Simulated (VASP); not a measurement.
# Be in VASP: notebook

The runs below take Be through single point, with LDA.

Program: VASP 6.6.1. These are calculated values, not measurements. Logs are shortened: lines on timing, memory, paths and dates and some standing lists are left out, and cuts for length are marked.

**1. The cell of the first run**

The structure is tetragonal, space group P4_2/mnm (No. 136). Conventional cell: a = 3.747 Å, b = 3.747 Å, c = 2.281 Å, α = 90.00°, β = 90.00°, γ = 90.00°. Within 2.8 Å of Be (site symmetry m2m) lie 13 Be at 2.15 to 2.70 Å.

**2. Single point, LDA**

The input, INCAR:

```
SYSTEM = Be
  PREC = Accurate
  ENCUT = 520
  EDIFF = 1E-6
  ISMEAR = -1
  SIGMA = 0.2
  LREAL = .FALSE.
  LASPH = .TRUE.
  NELM = 100
  ALGO = Normal
  ISIF = 2
  LWAVE = .FALSE.
  LCHARG = .TRUE.
  LELF = .TRUE.
  LVHAR = .TRUE.
  NBANDS = 12
```

The input, KPOINTS:

```
Automatic mesh
0
G
  8 8 12
  0 0 0
```

The input, POSCAR:

```
Be
1.0
    3.7468140000      0.0000000000      0.0000000000
    0.0000000000      3.7468140000      0.0000000000
    0.0000000000      0.0000000000      2.2812800000
Be
4
Direct
    0.2974080005      0.2974080005      0.0000000000
    0.7025919995      0.7025919995      0.0000000000
    0.2025919995      0.7974080005      0.5000000000
    0.7974080005      0.2025919995      0.5000000000
```

Potentials or basis: VASP PAW LDA potentials, release 64 (Be).

Run with:

```console
$ cat potpaw_LDA.64/Be/POTCAR > POTCAR
$ mpirun -np 1 vasp_std > vasp.out
```

OUTCAR:

```text
SYSTEM = Be
   PREC = Accurate
   ENCUT = 520
   EDIFF = 1E-6
   ISMEAR = -1
   LREAL = .FALSE.
   LASPH = .TRUE.
   NELM = 100
   ISIF = 2

 ion  position               nearest neighbor table
   1  0.297  0.297  0.000-   2 2.15   3 2.22   4 2.22   3 2.22   4 2.22   3 2.22   3 2.22   4 2.22
                             4 2.22
   2  0.703  0.703  0.000-   1 2.15   3 2.22   4 2.22   3 2.22   4 2.22   4 2.22   4 2.22   3 2.22
                             3 2.22
   3  0.203  0.797  0.500-   4 2.15   2 2.22   1 2.22   1 2.22   2 2.22   1 2.22   1 2.22   2 2.22
                             2 2.22
   4  0.797  0.203  0.500-   3 2.15   2 2.22   1 2.22   1 2.22   2 2.22   2 2.22   2 2.22   1 2.22
                             1 2.22

  LATTYP: Found a simple tetragonal cell.
 ALAT       =     3.7468140000
 C/A-ratio  =     0.6088586196

  Lattice vectors:

 A1 = (   3.7468140000,   0.0000000000,   0.0000000000)
 A2 = (   0.0000000000,   3.7468140000,   0.0000000000)
 A3 = (   0.0000000000,   0.0000000000,   2.2812800000)

Analysis of symmetry for initial positions (statically):
=====================================================================
 Subroutine PRICEL returns:
 Original cell was already a primitive cell.

 Routine SETGRP: Setting up the symmetry group for a
 simple tetragonal supercell.

 Subroutine GETGRP returns: Found 16 space group operations
 (whereof  8 operations were pure point group operations)
 out of a pool of 16 trial point group operations.

The static configuration has the point symmetry D_2h.
 The point group associated with its full space group is D_4h.

Analysis of symmetry for dynamics (positions and initial velocities):
=====================================================================
 Subroutine PRICEL returns:
 Original cell was already a primitive cell.

 Routine SETGRP: Setting up the symmetry group for a
 simple tetragonal supercell.

 Subroutine GETGRP returns: Found 16 space group operations
 (whereof  8 operations were pure point group operations)
 out of a pool of 16 trial point group operations.

The dynamic configuration has the point symmetry D_2h.
 The point group associated with its full space group is D_4h.

 Subroutine INISYM returns: Found 16 space group operations
 (whereof  8 operations are pure point group operations),
 and found     1 'primitive' translations

----------------------------------------------------------------------------------------

                                     Primitive cell

  volume of cell :      32.0260

  direct lattice vectors                    reciprocal lattice vectors
     3.746814000  0.000000000  0.000000000     0.266893419  0.000000000  0.000000000
     0.000000000  3.746814000  0.000000000     0.000000000  0.266893419  0.000000000
     0.000000000  0.000000000  2.281280000     0.000000000  0.000000000  0.438350400

  length of vectors
     3.746814000  3.746814000  2.281280000     0.266893419  0.266893419  0.438350400

  position of ions in fractional coordinates (direct lattice)
     0.297408000  0.297408000  0.000000000
     0.702592000  0.702592000  0.000000000
     0.202592000  0.797408000  0.500000000
     0.797408000  0.202592000  0.500000000

  ion indices of the primitive-cell ions
   primitive index   ion index
                 1           1
                 2           2
                 3           3
                 4           4

----------------------------------------------------------------------------------------

 KPOINTS: Automatic mesh

Automatic generation of k-mesh.
 Grid dimensions read from file:
 generate k-points for:    8    8   12

 Generating k-lattice:

  Cartesian coordinates                     Fractional coordinates (reciprocal lattice)
     0.033361677  0.000000000  0.000000000     0.125000000  0.000000000  0.000000000
     0.000000000  0.033361677  0.000000000     0.000000000  0.125000000  0.000000000
     0.000000000  0.000000000  0.036529200     0.000000000  0.000000000  0.083333333

  Length of vectors
     0.033361677  0.033361677  0.036529200

  Shift w.r.t. Gamma in fractional coordinates (k-lattice)
     0.000000000  0.000000000  0.000000000

 Subroutine IBZKPT returns following result:
 ===========================================

 Found    105 irreducible k-points:

 Following reciprocal coordinates:
            Coordinates               Weight
  0.000000  0.000000  0.000000      1.000000
  0.125000  0.000000  0.000000      4.000000
  0.250000  0.000000  0.000000      4.000000
  0.375000  0.000000  0.000000      4.000000
  0.500000  0.000000  0.000000      2.000000
  0.125000  0.125000  0.000000      4.000000
[... 16 lines left out ...]
  0.375000  0.125000  0.083333     16.000000
  0.500000  0.125000  0.083333      8.000000
 [... further k-points ...]
   k-points           NKPTS =    105   k-points in BZ     NKDIM =    105   number of bands    NBANDS=     12
   number of dos      NEDOS =    301   number of ions     NIONS =      4
   total plane-waves  NPLWV =  14112
   dimension x,y,z NGX =    28 NGY =   28 NGZ =   18
   dimension x,y,z NGXF=    56 NGYF=   56 NGZF=   36
   ions per type =               4
   NGX,Y,Z   is equivalent  to a cutoff of  12.42, 12.42, 13.12 a.u.
   NGXF,Y,Z  is equivalent  to a cutoff of  24.85, 24.85, 26.23 a.u.
 SYSTEM =  Be
   PREC   = accura    normal or accurate (medium, high low for compatibility)
   ISTART =      0    job   : 0-new  1-cont  2-samecut
   ICHARG =      2    charge: 1-file 2-atom 10-const
   ISPIN  =      1    spin polarized calculation?
   LNONCOLLINEAR =      F non collinear calculations
   LSORBIT =      F    spin-orbit coupling
   LASPH  =      T    aspherical Exc in radial PAW
   ENCUT  =  520.0 eV  38.22 Ry    6.18 a.u.   6.97  6.97  4.24*2*pi/ulx,y,z
   NELM   =    100;   NELMIN=  2; NELMDL= -5     # of ELM steps
   EDIFF  = 0.1E-05   stopping-criterion for ELM
   LREAL  =      F    real-space projection
   EDIFFG = 0.1E-04   stopping-criterion for IOM
   NSW    =      0    number of steps for IOM
   IBRION =     -1    ionic relax: 0-MD 1-quasi-New 2-CG
   NFREE  =      0    steps in history (QN), initial steepest desc. (CG)
   ISIF   =      2    stress and relaxation
   ISYM   =      2    0-nonsym 1-usesym 2-fastsym
   POTIM  = 0.5000    time-step for ionic-motion
   TEBEG  =    0.0;   TEEND  =   0.0 temperature during run
   PSTRESS=    0.0 pullay stress
   NELECT =       8.0000    total number of electrons
   NUPDOWN=      -1.0000    fix difference up-down
   EMIN   =  10.00;   EMAX   =-10.00  energy-range for DOS
   EFERMI =   0.00;   METHOD = LEGACY
   ISMEAR =    -1;   SIGMA  =   0.20  broadening in eV -4-tet -1-fermi 0-gaus
   EFERMI_NEDOS =   21; number of points for ismear=-14 and -15
   IALGO  =     38    algorithm
   IMIX   =      4    mixing-type and parameters
     AMIX     =   0.40;   BMIX     =  1.00
     AMIX_MAG =   1.60;   BMIX_MAG =  1.00
  volume/ion in A,a.u.               =       8.01        54.03
  Fermi-wavevector in a.u.,A,eV,Ry     =   1.031028  1.948361 14.463253  1.063019
  Thomas-Fermi vector in A             =   2.165156
   LORBIT       =      0    0 simple, 1 ext, 2 COOP (PROOUT), +10 PAW based schemes
   GGA     = CA    functional components
   LHFCALC =     F    Hartree Fock is set to
   AEXX    =    0.0000 exact exchange contribution
   IVDW    =     0    specifies the selected vdW correction
   LEPSILON=     F    determine dielectric tensor
   LRPA    =     F    only Hartree local field effects (RPA)
 non-spin polarized calculation
  energy-cutoff  :      520.00
  volume of cell :       32.03
 maximum number of plane-waves:       884
 NGX is ok and might be reduce to    28
   NGX = 13   NGY = 13   NGZ =  9

 number of electron       8.0000000 magnetization

 Free energy of the ion-electron system (eV)
  ---------------------------------------------------
  ext. energy  EPLUGINS =         0.00000000
  ---------------------------------------------------
  free energy    TOTEN  =       -16.62661469 eV

  energy without entropy =      -16.57410439  energy(sigma->0) =      -16.60035954

 E-fermi :   6.5927     XC(G=0): -10.5781

 val. band max:        6.5913737049   @ k =   0.2500   0.0000   0.3333
 cond. band min:       6.8063061636   @ k =   0.1250   0.1250   0.2500
 fundamental gap:      0.2149324588
 Fermi energy:         6.5926863719

 k-point     1 :       0.0000    0.0000    0.0000
  band No.  band energies     occupation
      1      -4.4621      2.00000
      2       1.5990      2.00000
      3       2.1736      2.00000
      4       5.5942      1.98651
      5       5.5942      1.98651
      6      11.3666      0.00000
      7      11.3666      0.00000
      8      13.9805      0.00000
      9      15.6238      0.00000
     10      17.1635      0.00000
     11      22.3729      0.00000
     12      22.3729      0.00000

 k-point     2 :       0.1250    0.0000    0.0000
  band No.  band energies     occupation
      1      -4.3408      2.00000
      2       1.0859      2.00000
      3       2.0679      2.00000
      4       5.5438      1.98950
      5       6.4488      1.34487
      6      10.2973      0.00000
      7      11.2539      0.00000
      8      15.3724      0.00000
      9      15.7729      0.00000
     10      17.7560      0.00000
     11      21.7825      0.00000
     12      22.4976      0.00000

 k-point     3 :       0.2500    0.0000    0.0000
  band No.  band energies     occupation
      1      -3.9769      2.00000
      2      -0.1907      2.00000
      3       2.4220      2.00000
      4       5.3143      1.99665
      5       7.7403      0.00642
      6       8.9561      0.00001
      7      11.4861      0.00000
      8      16.2175      0.00000
      9      17.6235      0.00000
     10      19.2745      0.00000
     11      20.5254      0.00000
     12      22.0388      0.00000

 k-point     4 :       0.3750    0.0000    0.0000
  band No.  band energies     occupation
      1      -3.3707      2.00000
      2      -1.4520      2.00000
      3       3.0657      2.00000
      4       4.7396      1.99981
      5       8.1598      0.00079
      6       8.2246      0.00057
      7      13.0522      0.00000
      8      16.9484      0.00000
      9      18.1176      0.00000
     10      19.1691      0.00000
     11      21.1505      0.00000
     12      21.3040      0.00000

 k-point     5 :       0.5000    0.0000    0.0000
  band No.  band energies     occupation
      1      -2.5253      2.00000
      2      -2.5253      2.00000
      3       3.8958      2.00000
      4       3.8958      2.00000
      5       8.0926      0.00111
      6       8.0926      0.00111
      7      15.5607      0.00000
      8      15.5607      0.00000
      9      17.9460      0.00000
     10      17.9460      0.00000
     11      22.6639      0.00000
     12      22.6639      0.00000
[... 228 lines left out ...]
      1      -4.0741      2.00000
      2       1.2636      2.00000
      3       1.6182      2.00000
      4       5.9250      1.93144
      5       6.9562      0.27950
      6       9.7914      0.00000
      7      11.7383      0.00000
      8      13.7444      0.00000
      9      16.1803      0.00000
     10      19.7181      0.00000
     11      21.0345      0.00000
     12      21.1446      0.00000

 k-point    22 :       0.2500    0.1250    0.0833
  band No.  band energies     occupation
      1      -3.7095      2.00000
      2       0.0943      2.00000
      3       1.8382      2.00000
      4       5.3302      1.99638
      5       8.0786      0.00119
      6       9.6990      0.00000
      7      11.7736      0.00000
      8      14.5872      0.00000
      9      17.5157      0.00000
     10      19.6833      0.00000
     11      20.7875      0.00000
     12      21.5477      0.00000

 k-point    23 :       0.3750    0.1250    0.0833
  band No.  band energies     occupation
      1      -3.1018      2.00000
      2      -1.1754      2.00000
      3       2.4710      2.00000
      4       4.3355      1.99997
      5       8.6262      0.00008
      6       9.6270      0.00000
      7      13.0898      0.00000
      8      15.7523      0.00000
      9      18.0481      0.00000
     10      18.1669      0.00000
     11      20.5625      0.00000
     12      22.0032      0.00000

 k-point    24 :       0.5000    0.1250    0.0833
  band No.  band energies     occupation
      1      -2.2536      2.00000
      2      -2.2536      2.00000
      3       3.3276      2.00000
      4       3.3276      2.00000
      5       9.1075      0.00001
      6       9.1075      0.00001
      7      15.5826      0.00000
      8      15.5826      0.00000
      9      16.9604      0.00000
     10      16.9604      0.00000
     11      22.0346      0.00000
     12      22.0346      0.00000

 [... further k-points ...]

------------------------ aborting loop because EDIFF is reached ----------------------------------------

  FORCE on cell =-STRESS in cart. coord.  units (eV):
  Direction    XX          YY          ZZ          XY          YZ          ZX
  --------------------------------------------------------------------------------------
  -------------------------------------------------------------------------------------
  Total       -0.8935050     -0.8935050     -1.2651846     -0.0000000      0.0000000      0.0000000
  in kB      -44.6997097    -44.6997097    -63.2938659     -0.0000000      0.0000000      0.0000000
  external PRESSURE =     -50.8977618 kB  Pullay stress =       0.0000000 kB

 VOLUME and BASIS-vectors are now :
 -----------------------------------------------------------------------------
  energy-cutoff  :      520.00
  volume of cell :       32.03
      direct lattice vectors                 reciprocal lattice vectors
     3.746814000  0.000000000  0.000000000     0.266893419  0.000000000  0.000000000
     0.000000000  3.746814000  0.000000000     0.000000000  0.266893419  0.000000000
     0.000000000  0.000000000  2.281280000     0.000000000  0.000000000  0.438350400

 POSITION                                       TOTAL-FORCE (eV/Angst)
 -----------------------------------------------------------------------------------
      1.11433      1.11433      0.00000         0.011721      0.011721      0.000000
      2.63248      2.63248      0.00000        -0.011721     -0.011721     -0.000000
      0.75907      2.98774      1.14064        -0.011721      0.011721      0.000000
      2.98774      0.75907      1.14064         0.011721     -0.011721      0.000000
 -----------------------------------------------------------------------------------
    total drift:                                0.000000      0.000000      0.000000

  FREE ENERGIE OF THE ION-ELECTRON SYSTEM (eV)
  ---------------------------------------------------
  free  energy   TOTEN  =       -16.6266146930 eV

  energy  without entropy=      -16.5741043933  energy(sigma->0) =      -16.60035954
```

Run time: 17 s. Hardware: 1 thread of Intel Xeon 8259CL, shared host; peak memory 0.14 GiB.

What came out:

```yaml
Free_energy: -16.6266 eV
Pressure: -5.1 GPa
Largest_force: 0.017 eV/Å
Band_gap_on_the_k_mesh: zero (band 4 reaches 7.54 eV, above the bottom of band 5 at 5.59 eV)
```

Forces in eV/Å, atoms in the order of the input:
```
Be   0.012  0.012  0.000
Be  -0.012 -0.012  0.000
Be  -0.012  0.012  0.000
Be   0.012 -0.012  0.000
```

Stress tensor (GPa, compression positive):
```
-4.47  0.00  0.00
 0.00 -4.47  0.00
 0.00  0.00 -6.33
```

Levels at points of the mesh, in eV from the Fermi level:
| k point | band 1 | band 2 | band 3 | band 4 | band 5 | band 6 | band 7 | band 8 |
| --- | --- | --- | --- | --- | --- | --- | --- | --- |
| (0.00, 0.00, 0.00) | -11.05 | -4.99 | -4.42 | -1.00 | -1.00 | 4.77 | 4.77 | 7.39 |
| (0.50, 0.00, 0.00) | -9.12 | -9.12 | -2.70 | -2.70 | 1.50 | 1.50 | 8.97 | 8.97 |
| (0.50, 0.50, 0.00) | -7.16 | -7.16 | -7.12 | -7.12 | 8.18 | 8.18 | 9.18 | 9.18 |
| (0.00, 0.00, 0.50) | -5.78 | -5.78 | 0.95 | 0.95 | 1.76 | 1.76 | 2.57 | 2.57 |
| (0.50, 0.00, 0.50) | -4.48 | -4.48 | -3.40 | -3.40 | 3.65 | 3.65 | 4.96 | 4.96 |
| (0.50, 0.50, 0.50) | -3.81 | -3.81 | -3.46 | -3.46 | 1.83 | 1.83 | 1.85 | 1.85 |

**3. Single point, LDA**

The input, INCAR:

```
ALGO = Normal
EDIFF = 1E-7
ENCUT = 520
GGA = CA
ISIF = 2
ISMEAR = -1
LASPH = True
LCHARG = False
LREAL = False
LWAVE = False
NBANDS = 12
NELM = 100
PREC = Accurate
SIGMA = 0.2
```

The input, KPOINTS:

```
k-points
0
Gamma
  8 8 12
```

POSCAR: that of step 2 with these lines changed.

```diff
@@ -10,3 +10,3 @@
     0.7025919995      0.7025919995      0.0000000000
-    0.2025919995      0.7974080005      0.5000000000
+    0.2025919995      0.7707186586      0.5000000000
     0.7974080005      0.2025919995      0.5000000000
```

Potentials or basis: VASP PAW LDA potentials, release 64 (Be).

Run with:

```console
$ cat potpaw_LDA.64/Be/POTCAR > POTCAR
$ mpirun -np 1 vasp_std > vasp.out
```

Run time: 61 s. Hardware: 1 thread of Intel Xeon 8259CL, shared host; peak memory 0.18 GiB.

The run converged. Its results:

```yaml
Free_energy: -16.5935 eV
Pressure: -4.9 GPa
Largest_force: 0.665 eV/Å
Band_gap_on_the_k_mesh: zero (band 4 reaches 7.54 eV, above the bottom of band 5 at 5.83 eV)
```

Forces on the atoms (eV/Å):
```
Be   0.093 -0.517  0.000
Be  -0.071 -0.022  0.000
Be  -0.176  0.641  0.000
Be   0.154 -0.103  0.000
```

Stress tensor (GPa, compression positive):
```
-3.55 -0.51  0.00
-0.51 -5.99  0.00
 0.00  0.00 -5.22
```

Levels at points of the mesh, in eV from the Fermi level:
```csv
k point,band 2,band 3,band 4,band 5,band 6,band 7
"(0.00, 0.00, 0.00)",-5.01,-4.52,-1.08,-0.79,4.42,4.69
"(0.50, 0.00, 0.00)",-9.15,-2.68,-2.62,1.27,1.36,8.90
"(0.00, 0.50, 0.00)",-9.04,-2.90,-2.58,1.44,1.58,8.47
"(0.50, 0.50, 0.00)",-7.29,-7.05,-7.02,7.86,8.25,8.76
"(0.00, 0.00, 0.50)",-5.80,0.75,0.91,1.79,1.83,2.46
"(0.50, 0.00, 0.50)",-4.52,-3.46,-3.44,3.62,3.68,4.97
"(0.00, 0.50, 0.50)",-4.33,-3.66,-3.39,3.52,3.87,4.65
"(0.50, 0.50, 0.50)",-3.81,-3.58,-3.50,1.78,1.81,1.90
```

**4. Single point, LDA**

The input, INCAR:

```
PREC = Accurate
ENCUT = 520
EDIFF = 1E-6
ISMEAR = -1
SIGMA = 0.2
LREAL = F
LASPH = T
NELM = 60
ALGO = Normal
ISIF = 2
LWAVE = F
LCHARG = F
NBANDS = 12
```

The input, KPOINTS:

```
regular mesh
0
Gamma
  8 8 12
```

POSCAR: that of step 3 with these lines changed.

```diff
@@ -10,3 +10,3 @@
     0.7025919995      0.7025919995      0.0000000000
-    0.2025919995      0.7707186586      0.5000000000
+    0.2025919995      0.8240973424      0.5000000000
     0.7974080005      0.2025919995      0.5000000000
```

Run with:

```console
$ cat potpaw_LDA.64/Be/POTCAR > POTCAR
$ mpirun -np 1 vasp_std > vasp.out
```

Wall time 62 s (1 thread of Intel Xeon 8259CL, shared host); peak memory 0.18 GiB.

It converged, with:

```yaml
Free_energy: -16.5929 eV
Pressure: -4.5 GPa
Largest_force: 0.720 eV/Å
Band_gap_on_the_k_mesh: zero (band 4 reaches 7.60 eV, above the bottom of band 5 at 5.65 eV)
```

Forces on the atoms (eV/Å):
```
Be  -0.024  0.534  0.000
Be   0.046  0.044  0.000
Be   0.151 -0.704  0.000
Be  -0.173  0.127  0.000
```

Stress tensor (GPa, compression positive):
```
-5.31  0.22  0.00
 0.22 -1.37  0.00
 0.00  0.00 -6.93
```

Levels at points of the mesh, in eV from the Fermi level:
```
           k point  band 1  band 2  band 3  band 4  band 5  band 6  band 7  band 8  band 9
(0.00, 0.00, 0.00)  -11.01   -4.96   -4.30   -1.22   -0.90    4.90    5.11    7.23    9.06
(0.50, 0.00, 0.00)   -9.08   -9.07   -2.75   -2.68    1.61    1.74    8.87    9.04   11.35
(0.00, 0.50, 0.00)   -9.18   -8.96   -2.82   -2.48    1.42    1.59    8.69    9.44   11.13
(0.50, 0.50, 0.00)   -7.25   -7.21   -6.99   -6.95    8.02    8.42    9.13    9.73   11.51
(0.00, 0.00, 0.50)   -5.77   -5.72    0.84    1.05    1.77    1.81    2.66    2.74    7.34
(0.50, 0.00, 0.50)   -4.44   -4.43   -3.36   -3.33    3.61    3.70    4.85    4.92    7.18
(0.00, 0.50, 0.50)   -4.61   -4.38   -3.41   -3.13    3.42    3.78    4.94    5.27    6.78
(0.50, 0.50, 0.50)   -3.83   -3.75   -3.42   -3.34    1.76    1.79    1.91    1.92   12.17
```
